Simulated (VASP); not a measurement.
# In (I4/mmm) in VASP: notebook

Runs on In. Level: PBEsol. Tasks: single point.

All numbers are computed with VASP 6.6.1; they aren't measurements. Logs are shortened: lines on timing, memory, paths and dates and some standing lists are left out, and cuts for length are marked.

### Step 1. The cell of the first run

The structure is tetragonal, space group I4/mmm (No. 139). Conventional cell: a = 4.226 Å, b = 4.226 Å, c = 2.988 Å, α = 90.00°, β = 90.00°, γ = 90.00°. Within 3.9 Å of In (site symmetry 4/mmm) lie 10 In at 2.99 to 3.34 Å.

### Step 2. Single point, PBEsol

INCAR

```
SYSTEM = In
PREC = Accurate ; ENCUT = 520
EDIFF = 1E-6 ; ISMEAR = 0
SIGMA = 0.15 ; LREAL = .FALSE.
LASPH = .TRUE. ; NELM = 60
ALGO = Fast ; ISIF = 2
LWAVE = .FALSE. ; LCHARG = .FALSE.
GGA = PS ; NBANDS = 12
```

KPOINTS

```
Automatic mesh
0
G
  20 20 20
  0 0 0
```

POSCAR

```
In
1.0
   -2.1131695131      2.1131695131      1.4940108458
    2.1131695131     -2.1131695131      1.4940108458
    2.1131695131      2.1131695131     -1.4940108458
In
1
Direct
    0.0000000000      0.0000000000      0.0000000000
```

Potentials or basis: VASP PAW PBE potentials, release 64 (In_d).

Command:

```console
$ cat potpaw_PBE.64/In_d/POTCAR > POTCAR
$ mpirun -np 1 vasp_std > vasp.out
```

OUTCAR:

```text
SYSTEM = In
   PREC = Accurate
   ENCUT = 520
   EDIFF = 1E-6
   ISMEAR = 0
   LREAL = .FALSE.
   LASPH = .TRUE.
   NELM = 60
   ISIF = 2
   GGA = PS

 ion  position               nearest neighbor table
   1  0.000  0.000  0.000-

  LATTYP: Found a body centered tetragonal cell.
 ALAT       =     4.2263390262
 C/A-ratio  =     0.7070000000

  Lattice vectors:

 A1 = (  -2.1131695131,   2.1131695131,   1.4940108458)
 A2 = (   2.1131695131,  -2.1131695131,   1.4940108458)
 A3 = (   2.1131695131,   2.1131695131,  -1.4940108458)

Analysis of symmetry for initial positions (statically):
=====================================================================
 Subroutine PRICEL returns:
 Original cell was already a primitive cell.

 Routine SETGRP: Setting up the symmetry group for a
 body centered tetragonal supercell.

 Subroutine GETGRP returns: Found 16 space group operations
 (whereof 16 operations were pure point group operations)
 out of a pool of 16 trial point group operations.

The static configuration has the point symmetry D_4h.

Analysis of symmetry for dynamics (positions and initial velocities):
=====================================================================
 Subroutine PRICEL returns:
 Original cell was already a primitive cell.

 Routine SETGRP: Setting up the symmetry group for a
 body centered tetragonal supercell.

 Subroutine GETGRP returns: Found 16 space group operations
 (whereof 16 operations were pure point group operations)
 out of a pool of 16 trial point group operations.

The dynamic configuration has the point symmetry D_4h.

 Subroutine INISYM returns: Found 16 space group operations
 (whereof 16 operations are pure point group operations),
 and found     1 'primitive' translations

----------------------------------------------------------------------------------------

                                     Primitive cell

  volume of cell :      26.6859

  direct lattice vectors                    reciprocal lattice vectors
    -2.113169513  2.113169513  1.494010846     0.000000000  0.236611401  0.334669592
     2.113169513 -2.113169513  1.494010846     0.236611401  0.000000000  0.334669592
     2.113169513  2.113169513 -1.494010846     0.236611401  0.236611401  0.000000000

  length of vectors
     3.341113466  3.341113466  3.341113466     0.409864235  0.409864235  0.334619053

  position of ions in fractional coordinates (direct lattice)
     0.000000000  0.000000000  0.000000000

  ion indices of the primitive-cell ions
   primitive index   ion index
                 1           1

----------------------------------------------------------------------------------------

 KPOINTS: Automatic mesh

Automatic generation of k-mesh.
 Grid dimensions read from file:
 generate k-points for:   20   20   20

 Generating k-lattice:

  Cartesian coordinates                     Fractional coordinates (reciprocal lattice)
     0.000000000  0.011830570  0.016733480     0.050000000  0.000000000 -0.000000000
     0.011830570  0.000000000  0.016733480     0.000000000  0.050000000 -0.000000000
     0.011830570  0.011830570  0.000000000     0.000000000  0.000000000  0.050000000

  Length of vectors
     0.020493212  0.020493212  0.016730953

  Shift w.r.t. Gamma in fractional coordinates (k-lattice)
     0.000000000  0.000000000  0.000000000

 Subroutine IBZKPT returns following result:
 ===========================================

 Found    641 irreducible k-points:

 Following reciprocal coordinates:
            Coordinates               Weight
  0.000000  0.000000  0.000000      1.000000
  0.050000 -0.000000  0.000000      8.000000
  0.100000  0.000000 -0.000000      8.000000
  0.150000  0.000000  0.000000      8.000000
  0.200000  0.000000 -0.000000      8.000000
  0.250000  0.000000 -0.000000      8.000000
[... 16 lines left out ...]
 -0.400000  0.050000  0.000000     16.000000
 -0.350000  0.050000 -0.000000     16.000000
 [... further k-points ...]
   k-points           NKPTS =    641   k-points in BZ     NKDIM =    641   number of bands    NBANDS=     12
   number of dos      NEDOS =    301   number of ions     NIONS =      1
   total plane-waves  NPLWV =  21952
   dimension x,y,z NGX =    28 NGY =   28 NGZ =   28
   dimension x,y,z NGXF=    56 NGYF=   56 NGZF=   56
   ions per type =               1
   NGX,Y,Z   is equivalent  to a cutoff of  13.93, 13.93, 13.93 a.u.
   NGXF,Y,Z  is equivalent  to a cutoff of  27.86, 27.86, 27.86 a.u.
 SYSTEM =  In
   PREC   = accura    normal or accurate (medium, high low for compatibility)
   ISTART =      0    job   : 0-new  1-cont  2-samecut
   ICHARG =      2    charge: 1-file 2-atom 10-const
   ISPIN  =      1    spin polarized calculation?
   LNONCOLLINEAR =      F non collinear calculations
   LSORBIT =      F    spin-orbit coupling
   LASPH  =      T    aspherical Exc in radial PAW
   ENCUT  =  520.0 eV  38.22 Ry    6.18 a.u.   6.21  6.21  6.21*2*pi/ulx,y,z
   NELM   =     60;   NELMIN=  2; NELMDL= -5     # of ELM steps
   EDIFF  = 0.1E-05   stopping-criterion for ELM
   LREAL  =      F    real-space projection
[... 7 lines left out ...]
   TEBEG  =    0.0;   TEEND  =   0.0 temperature during run
   PSTRESS=    0.0 pullay stress
   NELECT =      13.0000    total number of electrons
   NUPDOWN=      -1.0000    fix difference up-down
   EMIN   =  10.00;   EMAX   =-10.00  energy-range for DOS
   EFERMI =   0.00;   METHOD = LEGACY
   ISMEAR =     0;   SIGMA  =   0.15  broadening in eV -4-tet -1-fermi 0-gaus
   EFERMI_NEDOS =   21; number of points for ismear=-14 and -15
   IALGO  =     68    algorithm
   IMIX   =      4    mixing-type and parameters
     AMIX     =   0.40;   BMIX     =  1.00
     AMIX_MAG =   1.60;   BMIX_MAG =  1.00
  volume/ion in A,a.u.               =      26.69       180.09
  Fermi-wavevector in a.u.,A,eV,Ry     =   1.288136  2.434225 22.576080  1.659295
  Thomas-Fermi vector in A             =   2.420108
   LORBIT       =      0    0 simple, 1 ext, 2 COOP (PROOUT), +10 PAW based schemes
   GGA     = PS    functional components
   LHFCALC =     F    Hartree Fock is set to
   AEXX    =    0.0000 exact exchange contribution
   IVDW    =     0    specifies the selected vdW correction
   LEPSILON=     F    determine dielectric tensor
   LRPA    =     F    only Hartree local field effects (RPA)
 non-spin polarized calculation
 RMM-DIIS sequential band-by-band and
 Gauss-broadening in eV      SIGMA  =   0.15
  energy-cutoff  :      520.00
  volume of cell :       26.69
 maximum number of plane-waves:       750
 NGX is ok and might be reduce to    28
   NGX = 13   NGY = 13   NGZ = 13

 number of electron      13.0000001 magnetization

 Free energy of the ion-electron system (eV)
  ---------------------------------------------------
  ext. energy  EPLUGINS =         0.00000000
  ---------------------------------------------------
  free energy    TOTEN  =        -2.92880797 eV

  energy without entropy =       -2.92304822  energy(sigma->0) =       -2.92592809

 E-fermi :   7.1124     XC(G=0): -10.2810

 val. band max:        7.0908823840   @ k =  -0.3000   0.4000   0.2000
 cond. band min:       7.1129739384   @ k =  -0.4500   0.4500   0.4500
 fundamental gap:      0.0220915544
 Fermi energy:         7.1123993463

 k-point     1 :       0.0000    0.0000    0.0000
  band No.  band energies     occupation
      1      -7.6565      2.00000
      2      -7.6115      2.00000
      3      -7.2764      2.00000
      4      -7.2764      2.00000
      5      -7.1879      2.00000
      6      -2.3710      2.00000
      7      14.5593      0.00000
      8      14.5593      0.00000
      9      17.7949      0.00000
     10      18.5543      0.00000
     11      21.8343      0.00000
     12      22.6348      0.00000

 k-point     2 :       0.0500   -0.0000    0.0000
  band No.  band energies     occupation
      1      -7.6410      2.00000
      2      -7.6049      2.00000
      3      -7.2816      2.00000
      4      -7.2813      2.00000
      5      -7.1904      2.00000
      6      -2.3044      2.00000
      7      14.4077      0.00000
      8      14.4508      0.00000
      9      18.0464      0.00000
     10      18.7183      0.00000
     11      21.2150      0.00000
     12      22.1479      0.00000

 k-point     3 :       0.1000    0.0000   -0.0000
  band No.  band energies     occupation
      1      -7.5965      2.00000
      2      -7.5871      2.00000
      3      -7.2969      2.00000
      4      -7.2939      2.00000
      5      -7.1976      2.00000
      6      -2.1034      2.00000
      7      14.0545      0.00000
      8      14.1822      0.00000
      9      18.6977      0.00000
     10      18.7233      0.00000
     11      20.0078      0.00000
     12      21.2116      0.00000

 k-point     4 :       0.1500    0.0000    0.0000
  band No.  band energies     occupation
      1      -7.5646      2.00000
      2      -7.5294      2.00000
      3      -7.3201      2.00000
      4      -7.3078      2.00000
      5      -7.2080      2.00000
      6      -1.7651      2.00000
      7      13.6448      0.00000
      8      13.8497      0.00000
      9      17.1060      0.00000
     10      19.5880      0.00000
     11      20.0381      0.00000
     12      20.0584      0.00000

 k-point     5 :       0.2000    0.0000   -0.0000
  band No.  band energies     occupation
      1      -7.5496      2.00000
      2      -7.4591      2.00000
      3      -7.3373      2.00000
      4      -7.3111      2.00000
      5      -7.2203      2.00000
      6      -1.2861      2.00000
      7      13.2546      0.00000
      8      13.5021      0.00000
      9      15.1363      0.00000
     10      19.0227      0.00000
     11      19.2664      0.00000
     12      20.6850      0.00000

 k-point     6 :       0.2500    0.0000   -0.0000
  band No.  band energies     occupation
      1      -7.5539      2.00000
      2      -7.4453      2.00000
      3      -7.2947      2.00000
      4      -7.2927      2.00000
      5      -7.2326      2.00000
      6      -0.6639      2.00000
      7      12.8496      0.00000
      8      12.9146      0.00000
      9      13.5286      0.00000
     10      18.1220      0.00000
     11      18.3576      0.00000
     12      21.9908      0.00000

 k-point     7 :       0.3000    0.0000    0.0000
  band No.  band energies     occupation
      1      -7.5757      2.00000
      2      -7.4791      2.00000
      3      -7.2558      2.00000
      4      -7.2486      2.00000
      5      -7.2017      2.00000
      6       0.1029      2.00000
      7      11.1167      0.00000
      8      12.6362      0.00000
      9      13.1301      0.00000
     10      17.3541      0.00000
     11      17.5521      0.00000
     12      21.7836      0.00000

 k-point     8 :       0.3500   -0.0000    0.0000
  band No.  band energies     occupation
      1      -7.6040      2.00000
      2      -7.5187      2.00000
      3      -7.2586      2.00000
      4      -7.2128      2.00000
      5      -7.1136      2.00000
      6       1.0139      2.00000
      7       9.3255      0.00000
      8      12.4224      0.00000
      9      12.9438      0.00000
     10      16.7379      0.00000
     11      16.8944      0.00000
     12      21.5893      0.00000
[... 166 lines left out ...]
 k-point    20 :       0.4500    0.0500   -0.0000
  band No.  band energies     occupation
      1      -7.6486      2.00000
      2      -7.5782      2.00000
      3      -7.2758      2.00000
      4      -7.1466      2.00000
      5      -6.9791      2.00000
      6       4.1865      2.00000
      7       5.0702      2.00000
      8      11.9197      0.00000
      9      12.5888      0.00000
     10      16.0407      0.00000
     11      16.4184      0.00000
     12      20.9796      0.00000

 k-point    21 :       0.5000    0.0500    0.0000
  band No.  band energies     occupation
      1      -7.6445      2.00000
      2      -7.5735      2.00000
      3      -7.2755      2.00000
      4      -7.1448      2.00000
      5      -6.9951      2.00000
      6       3.6991      2.00000
      7       5.6111      2.00000
      8      11.6945      0.00000
      9      12.6291      0.00000
     10      15.9999      0.00000
     11      16.7240      0.00000
     12      21.2022      0.00000

 k-point    22 :      -0.4500    0.0500   -0.0000
  band No.  band energies     occupation
      1      -7.6291      2.00000
      2      -7.5542      2.00000
      3      -7.2716      2.00000
      4      -7.1604      2.00000
      5      -7.0417      2.00000
      6       2.4686      2.00000
      7       7.1526      0.70454
      8      11.5515      0.00000
      9      12.7445      0.00000
     10      16.1529      0.00000
     11      17.1653      0.00000
     12      21.5159      0.00000

 k-point    23 :      -0.4000    0.0500    0.0000
  band No.  band energies     occupation
      1      -7.6051      2.00000
      2      -7.5231      2.00000
      3      -7.2644      2.00000
      4      -7.1908      2.00000
      5      -7.1129      2.00000
      6       1.3745      2.00000
      7       8.8089      0.00000
      8      11.5156      0.00000
      9      12.9097      0.00000
     10      16.5036      0.00000
     11      17.7352      0.00000
     12      21.9048      0.00000

 k-point    24 :      -0.3500    0.0500   -0.0000
  band No.  band energies     occupation
      1      -7.5774      2.00000
      2      -7.4857      2.00000
      3      -7.2562      2.00000
      4      -7.2318      2.00000
      5      -7.1959      2.00000
      6       0.4207      2.00000
      7      10.5435      0.00000
      8      11.6157      0.00000
      9      13.1210      0.00000
     10      17.0448      0.00000
     11      18.4271      0.00000
     12      22.3358      0.00000

 [... further k-points ...]
[... 5 lines left out ...]
  --------------------------------------------------------------------------------------
  -------------------------------------------------------------------------------------
  Total       -0.3018909     -0.3018909      0.4461940      0.0000000      0.0000000      0.0000000
  in kB      -18.1250090    -18.1250090     26.7887147      0.0000000      0.0000000      0.0000000
  external PRESSURE =      -3.1537678 kB  Pullay stress =       0.0000000 kB

 VOLUME and BASIS-vectors are now :
 -----------------------------------------------------------------------------
  energy-cutoff  :      520.00
  volume of cell :       26.69
      direct lattice vectors                 reciprocal lattice vectors
    -2.113169513  2.113169513  1.494010846     0.000000000  0.236611401  0.334669592
     2.113169513 -2.113169513  1.494010846     0.236611401  0.000000000  0.334669592
     2.113169513  2.113169513 -1.494010846     0.236611401  0.236611401  0.000000000

 POSITION                                       TOTAL-FORCE (eV/Angst)
 -----------------------------------------------------------------------------------
      0.00000      0.00000      0.00000        -0.000000      0.000000      0.000000
 -----------------------------------------------------------------------------------
    total drift:                               -0.000000     -0.000000     -0.000000

  FREE ENERGIE OF THE ION-ELECTRON SYSTEM (eV)
  ---------------------------------------------------
  free  energy   TOTEN  =        -2.9288079652 eV

  energy  without entropy=       -2.9230482194  energy(sigma->0) =       -2.92592809
```

It took 6.4 min on 1 thread of AMD EPYC 7R13, shared host; peak memory 0.32 GiB.

What came out:

| Property | Result |
| --- | --- |
| Free energy | -2.9288 eV |
| Pressure | -0.3 GPa |
| Band gap on the k mesh | zero (an odd number of electrons rules out a gap without spin polarisation) |

Caveat: the PAW data sets were made with another functional, which shifts forces and pressure a little; spin-orbit coupling is left out, which moves the levels of the heavy elements.

### Step 3. Single point, PBEsol

INCAR

```
PREC = Accurate ; ENCUT = 520
EDIFF = 1E-6 ; ISMEAR = 0
SIGMA = 0.15 ; LREAL = False
LASPH = True ; NELM = 60
ALGO = Fast ; ISIF = 2
LWAVE = False ; LCHARG = False
GGA = PS ; NBANDS = 12
```

KPOINTS

```
Automatic mesh
0
Gamma
  20 20 20
```

POSCAR

```
In
1.0
   -1.9873201339      1.9873201339      1.6892221138
    1.9873201339     -1.9873201339      1.6892221138
    1.9873201339      1.9873201339     -1.6892221138
In
1
Direct
    0.0000000000      0.0000000000      0.0000000000
```

Potentials or basis: VASP PAW PBE potentials, release 64 (In_d).

Command:

```console
$ cat potpaw_PBE.64/In_d/POTCAR > POTCAR
$ mpirun -np 1 vasp_std > vasp.out
```

It took 4.1 min on 1 thread of AMD EPYC 7R13, shared host; peak memory 0.3 GiB.

Results (log left out):

* Free energy: -2.9678 eV
* Pressure: -1.3 GPa
* Band gap on the k mesh: zero (an odd number of electrons rules out a gap without spin polarisation)

Stress tensor (GPa, compression positive):
```
-1.44  0.00  0.00
 0.00 -1.44  0.00
 0.00  0.00 -1.11
```

Levels at points of the mesh, in eV from the Fermi level:
```csv
k point,band 3,band 4,band 5,band 6,band 7,band 8,band 9,band 10
"(0.00, 0.00, 0.00)",-14.50,-14.42,-14.26,-9.43,9.54,9.54,12.19,12.77
"(0.50, 0.00, 0.00)",-14.34,-14.21,-14.15,-3.41,-2.90,5.24,6.36,9.27
"(0.50, 0.50, 0.00)",-14.43,-14.34,-14.16,-4.73,-3.43,7.69,9.38,12.07
"(0.50, 0.50, 0.50)",-14.19,-14.19,-14.15,0.05,0.24,0.24,3.75,4.44
```

Caveat: the PAW data sets were made with another functional, which shifts forces and pressure a little; spin-orbit coupling is left out, which moves the levels of the heavy elements.

### Step 4. Single point, PBEsol

INCAR

```
  PREC = Accurate
  ENCUT = 520
  EDIFF = 1E-6
  ISMEAR = 0
  SIGMA = 0.15
  LREAL = F
  LASPH = T
  NELM = 60
  ALGO = Fast
  ISIF = 2
  LWAVE = F
  LCHARG = T
  GGA = PS
  LELF = T
  LVHAR = T
  NBANDS = 12
```

KPOINTS is that of step 3.

POSCAR

```
In
1.0
   -1.7715240761      1.7715240761      2.1258288913
    1.7715240761     -1.7715240761      2.1258288913
    1.7715240761      1.7715240761     -2.1258288913
In
1
Direct
    0.0000000000      0.0000000000      0.0000000000
```

Command:

```console
$ cat potpaw_PBE.64/In_d/POTCAR > POTCAR
$ mpirun -np 1 vasp_std > vasp.out
```

Run time: 3.4 min. Hardware: 1 thread of AMD EPYC 7R13, shared host; peak memory 0.3 GiB.

Results (log left out):

| Item | Value |
| --- | --- |
| Free energy | -2.9741 eV |
| Pressure | -1.7 GPa |
| Band gap on the k mesh | zero (an odd number of electrons rules out a gap without spin polarisation) |

Stress tensor (GPa, compression positive):
```
-1.92  0.00  0.00
 0.00 -1.92  0.00
 0.00  0.00 -1.15
```

Levels at points of the mesh, in eV from the Fermi level:
| k point | band 4 | band 5 | band 6 | band 7 | band 8 | band 9 |
| --- | --- | --- | --- | --- | --- | --- |
| (0.00, 0.00, 0.00) | -14.38 | -14.27 | -9.41 | 10.30 | 10.67 | 10.67 |
| (0.50, 0.00, 0.00) | -14.25 | -14.15 | -4.23 | -3.25 | 6.91 | 8.33 |
| (0.50, 0.50, 0.00) | -14.23 | -14.12 | -3.01 | -2.65 | 4.54 | 5.35 |
| (0.50, 0.50, 0.50) | -14.15 | -14.15 | -0.82 | -0.29 | 2.60 | 2.60 |

Caveat: the PAW data sets were made with another functional, which shifts forces and pressure a little; spin-orbit coupling is left out, which moves the levels of the heavy elements.

[end of part 1 of 2]

The gap in the log of VASP goes by the Fermi energy; the results here count the filled bands.